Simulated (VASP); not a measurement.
TiO2 (Rutile), 6 atoms in the cell. It takes space group Cmmm (No. 65, orthorhombic). Conventional cell: a = 6.484 Å, b = 6.505 Å, c = 2.957 Å, α = 90.00°, β = 90.00°, γ = 90.00°. Ti (site symmetry mmm) has 6 O at 1.95 to 1.98 Å within 2.6 Å. Ti (site symmetry mmm) has 6 O at 1.95 to 1.98 Å within 2.6 Å. O (site symmetry 2mm) has 3 Ti at 1.95 to 1.98 Å and 1 O at 2.53 Å within 2.6 Å. O (site symmetry m2m) has 3 Ti at 1.95 to 1.98 Å and 1 O at 2.54 Å within 2.6 Å. 

```yaml
Program: VASP 6.6.1
Task: single point
Functional: PBE
Potentials_or_basis: VASP PAW PBE potentials, release 64 (Ti_sv, O)
Cutoff: 520 eV
k_mesh: 4 × 4 × 6
Occupations: gaussian, width 0.05 eV
Spin: no spin polarisation
Dipole_correction: no
Further_INCAR_settings: ALGO = Normal; EDIFF = 1e-06; NBANDS = 33
```

Potentials or basis: VASP PAW PBE potentials, release 64 (Ti_sv, O).

Command:

```sh
$ cat potpaw_PBE.64/Ti_sv/POTCAR potpaw_PBE.64/O/POTCAR > POTCAR
$ mpirun -np 1 vasp_std > vasp.out
```

Hardware: 1 thread of AMD EPYC 9R45 96-Core Processor (Zen 5), with other jobs on the host.

Problem. How long does it take, and how much memory?

Solution. It took 42 s on 1 thread of AMD EPYC 9R45 96-Core Processor (Zen 5), on a shared host, peak memory 0.16 GiB. Counts: scf iterations 16, k points 28.
